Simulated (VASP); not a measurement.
Input of a VASP 6.6.1 run:

File INCAR:

```
SYSTEM = ZnSe
ALGO = Normal
EDIFF = 1E-6
ENCUT = 520
GGA = CA
ISIF = 2
ISMEAR = 0
LASPH = .TRUE.
LCHARG = .FALSE.
LREAL = .FALSE.
LWAVE = .FALSE.
NBANDS = 16
NELM = 100
PREC = Accurate
SIGMA = 0.05
```

The input KPOINTS:

```
k-points
0
G
  10 10 10
  0 0 0
```

Contents of POSCAR:

```
ZnSe
1.0
    0.0000000000      2.7880855544      2.9274898321
    2.7880855544      0.0000000000      2.9274898321
    2.7880855544      2.7880855544      0.0000000000
Zn Se
1 1
Direct
    0.0000000000      0.0000000000      0.0000000000
    0.7500000000      0.7500000000      0.7500000000
```

Potentials or basis: VASP PAW LDA potentials, release 64 (Zn, Se).

Run with:

```sh
$ cat potpaw_LDA.64/Zn/POTCAR potpaw_LDA.64/Se/POTCAR > POTCAR
$ mpirun -np 1 vasp_std > vasp.out
```

Task: What does it give for the pressure?

Result: -3.1 GPa.

Task: Estimate the band gap on the k mesh.

Result: 0.99 eV.

Stress tensor (GPa, compression positive):
```
-2.44  0.00  0.00
 0.00 -2.44  0.00
 0.00  0.00 -4.53
```

Caveat: the cell stands under tension.
